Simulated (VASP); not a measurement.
Set up this calculation in VASP 6.6.1, as the native input.

```
Task                   : single point
Functional             : PBEsol
Potentials or basis    : VASP PAW PBE potentials, release 64 (Si, Mo_sv)
Cutoff                 : 520 eV
k mesh                 : 20 × 20 × 20
Occupations            : gaussian, width 0.15 eV
Spin                   : no spin polarisation
Dipole correction      : no
Further INCAR settings : ALGO = Fast; EDIFF = 1e-07; NBANDS = 18
```

The structure of Si2Mo lies in POSCAR:

```
Si2Mo
1.0
   -1.5950350805      1.5950350805      3.9106920000
    1.5950350805     -1.5950350805      3.9106920000
    1.5950350805      1.5950350805     -3.9106920000
Si Mo
2 1
Direct
    0.3350596655      0.2958755743     -0.0391840912
    0.6649403345      0.7041244257      0.0391840912
    0.0000000000      0.0000000000      0.0000000000
```

This cell differs from its parent crystal: atoms displaced along a vibrational mode.

One way to write it, as run:

INCAR

```
  PREC = Accurate
  ENCUT = 520
  EDIFF = 1E-7
  ISMEAR = 0
  SIGMA = 0.15
  LREAL = False
  LASPH = True
  NELM = 80
  ALGO = Fast
  ISIF = 2
  LWAVE = False
  LCHARG = False
  GGA = PS
  NBANDS = 18
```

KPOINTS

```
regular mesh
0
Gamma
  20 20 20
```

Potentials or basis: VASP PAW PBE potentials, release 64 (Si, Mo_sv).

Command:

```console
$ cat potpaw_PBE.64/Si/POTCAR potpaw_PBE.64/Mo_sv/POTCAR > POTCAR
$ mpirun -np 1 vasp_std > vasp.out
```

It gave:

* Pressure: 2.5 GPa
* Largest force: 1.451 eV/Å
* Band gap on the k mesh: zero (bands 11 and 12 overlap by 0.91 eV)

Caveat: the cell differs from its parent crystal (atoms displaced along a vibrational mode); the PAW data sets were made with another functional, which shifts forces and pressure a little.

Wall time 56 min on 1 thread of Oxide Virtual Turin-like Processor, on a shared host, peak memory 1.4 GiB.
